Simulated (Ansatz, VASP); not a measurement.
Two plane-wave programs on CdS

```
Cd S
1.0
     0.00000    3.00365    3.00365
     3.00365    0.00000    3.00365
     3.00365    3.00365    0.00000
Cd S
1 1
Direct
  0.00000 0.00000 0.00000
  0.75000 0.75000 0.75000
```

Alike in both runs: task single point; functional PBE; k mesh 8 × 8 × 8; occupations gaussian, width 0.02 eV; no spin polarisation.

```csv
,VASP,Ansatz
version,VASP 6.6.1,Ansatz 0.2.0
potentials or method,"VASP PAW PBE potentials, release 64 (Cd, S), cutoff 520 eV","scalar-relativistic, plane waves, PAW"
valence electrons in the cell,18,26
```

Ansatz gave:

```
gap on the k mesh at the Fermi level (eV) : 0.95
least direct gap on the mesh (eV)         : 0.95
pressure (GPa)                            : -2.0
```

Which values does VASP return?

gap on the k mesh at the Fermi level (eV): 0.95; least direct gap on the mesh (eV): 0.95; pressure (GPa): -1.7.

The functional is the same, so the differences come from potentials, cutoffs and numerics. VASP's potentials hold 18 valence electrons a cell and Ansatz's 26, so a difference there can come from the potentials and not from the codes.
